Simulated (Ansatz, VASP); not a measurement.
**PbO2 in VASP and in Ansatz**

```xyz
3
Lattice="0.0000 2.6487 2.6487 2.6487 0.0000 2.6487 2.6487 2.6487 0.0000" Properties=species:S:1:pos:R:3 pbc="T T T"
Pb    0.0000    0.0000    0.0000
O     1.3244    1.3244    1.3244
O     3.9731    3.9731    3.9731
```

Alike in both runs: task single point; functional PBE; k mesh 14 × 14 × 14; occupations gaussian, width 0.1 eV; no spin polarisation.

```csv
,VASP,Ansatz
version,VASP 6.6.1,Ansatz 0.2.0
potentials or method,"VASP PAW PBE potentials, release 64 (Pb_d, O), cutoff 520 eV","scalar-relativistic, plane waves, PAW"
valence electrons in the cell,26,26
```

Ansatz gave:

* gap on the k mesh at the Fermi level (eV): none
* pressure (GPa): 9.5

**Question.** Estimate VASP's values.

**Answer.** gap on the k mesh at the Fermi level (eV): none; pressure (GPa): 9.8.

A gap of «none» marks a metal or a gap that the smearing closes.

Spin-orbit coupling is off throughout.
